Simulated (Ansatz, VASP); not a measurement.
**Ni: VASP beside Ansatz**

File INCAR:

```
SYSTEM = Ni
ALGO     = Normal         ! electronic algorithm
EDIFF    = 1E-7           ! SCF threshold, eV
EDIFFG   = -0.005         ! ionic threshold
ENCUT    = 600            ! plane-wave cutoff, eV
GGA      = PS             ! functional
IBRION   = 2              ! ionic algorithm
ISIF     = 3              ! what is computed and relaxed
ISMEAR   = 0              ! smearing method
ISPIN    = 2              ! spin polarisation
LASPH    = .True.         ! aspherical terms in the spheres
LCHARG   = .False.        ! write CHGCAR
LMAXMIX  = 4              ! l up to which the mixer works
LORBIT   = 11             ! projections on sites
LREAL    = .False.        ! projectors in reciprocal space
LWAVE    = .False.        ! write WAVECAR
MAGMOM   = 0.5            ! initial moments
NELM     = 150            ! most SCF steps
NSW      = 100            ! ionic steps
PREC     = Accurate       ! precision mode
SIGMA    = 0.1            ! smearing width, eV
```

The input KPOINTS:

```
k-points
0
Gamma
  22 22 22
  0 0 0
```

The input POSCAR:

```
Ni
1.0
   -1.3837154700      1.3837154700      1.3837154700
    1.3837154700     -1.3837154700      1.3837154700
    1.3837154700      1.3837154700     -1.3837154700
Ni
1
Direct
    0.0000000000      0.0000000000      0.0000000000
```

Input for Ansatz:

```yaml
crystal:
  lattice:
    - [-1.38371547, 1.38371547, 1.38371547]
    - [1.38371547, -1.38371547, 1.38371547]
    - [1.38371547, 1.38371547, -1.38371547]
  atoms:
    - { symbol: Ni, position: [0.0, 0.0, 0.0], spin: 0.5 }
basis:
  ecutwfc: 420
kpoints:
  mp_grid: { grid: [22, 22, 22] }
hamiltonian:
  xc: pbesol
scf:
  occupations: { method: gaussian, width: 0.1 }
output:
  forces: true
  stress: true
  eigenvalues: true
  populations: true
  write_density: true
  write_potential: true
  elf: true
  volumetric_format: npy
magnetization:
  spin_polarized: true
relax:
  adjacent_minimum: "off"
  f_tol: 0.005
  max_steps: 80
  cell: { stress_tol: 0.05 }
```

Alike in both runs: task relaxation of cell and atoms; functional PBEsol; k mesh 22 × 22 × 22; occupations gaussian, width 0.1 eV; collinear spin.

|  | VASP | Ansatz |
| --- | --- | --- |
| version | VASP 6.6.1 | Ansatz 0.2.0 |
| potentials or method | VASP PAW PBE potentials, release 64 (Ni), cutoff 600 eV | scalar-relativistic, plane waves, PAW |
| valence electrons in the cell | 10 | 18 |

VASP gave:

* gap on the k mesh at the Fermi level, each at its own relaxed structure (eV): none
* net moment per atom (μB): 0.51
* size of the moment on the site where the two differ most (μB): 0.52
* relaxed volume (Å³/atom): 10.45
* relaxed length of the cell vector where the two differ most in proportion (Å): 2.385

Task: Which values does Ansatz return?

Result: gap on the k mesh at the Fermi level, each at its own relaxed structure (eV): none; net moment per atom (μB): 0.52; size of the moment on the site where the two differ most (μB): 0.55; relaxed volume (Å³/atom): 10.46; relaxed length of the cell vector where the two differ most in proportion (Å): 2.386.

VASP's potentials were made for PBE, not for PBEsol. Site moments also hang on the region over which each program counts them. A gap of «none» marks a metal or a gap that the smearing closes. VASP's potentials hold 10 valence electrons a cell and Ansatz's 18, so a difference there can come from the potentials and not from the codes.
